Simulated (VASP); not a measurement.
Input of a VASP 6.6.1 run:

The input INCAR:

```
PREC = Accurate ; ENCUT = 600
EDIFF = 1E-6 ; ISMEAR = -1
SIGMA = 0.02 ; LREAL = F
LASPH = T ; NELM = 100
ALGO = Normal ; ISIF = 3
LWAVE = F ; LCHARG = F
GGA = PS ; IBRION = 2
NSW = 60 ; EDIFFG = -0.03
```

KPOINTS

```
Automatic mesh
0
Gamma
  7 7 7
```

File POSCAR:

```
HfO2
1.0
    0.0000000000      2.5217859612      2.5217859612
    2.5217859612      0.0000000000      2.5217859612
    2.5217859612      2.5217859612      0.0000000000
Hf O
1 2
Direct
    0.0000000000      0.0000000000      0.0000000000
    0.2500000000      0.2500000000      0.2500000000
    0.7500000000      0.7500000000      0.7500000000
```

Potentials or basis: VASP PAW PBE potentials, release 64 (Hf_pv, O).

The run is started by

```console
$ cat potpaw_PBE.64/Hf_pv/POTCAR potpaw_PBE.64/O/POTCAR > POTCAR
$ mpirun -np 1 vasp_std > vasp.out
```

Task: Predict the relaxed volume.

Result: 10.53 Å³/atom.

Task: What does it give for the band gap on the k mesh?

Result: 3.94 eV (least direct gap 4.13 eV).

Task: What does it give for the space group after relaxing (to 0.1 Å)?

Result: Fm-3m (No. 225).

Task: Predict the relaxed cell.

Result: a = 3.549 Å, b = 3.549 Å, c = 3.549 Å, α = 60.00°, β = 60.00°, γ = 60.00°.

Final structure:
```
CELL_PARAMETERS angstrom
0.00000 2.50942 2.50942
2.50942 0.00000 2.50942
2.50942 2.50942 0.00000
ATOMIC_POSITIONS crystal
Hf 0.00000 0.00000 0.00000
O 0.25000 0.25000 0.25000
O 0.75000 0.75000 0.75000
```

Caveat: the PAW data sets were made with another functional, which shifts forces and pressure a little; spin-orbit coupling is left out, which moves the levels of the heavy elements; an odd mesh through Γ misses points on the zone boundary, where band edges can lie.
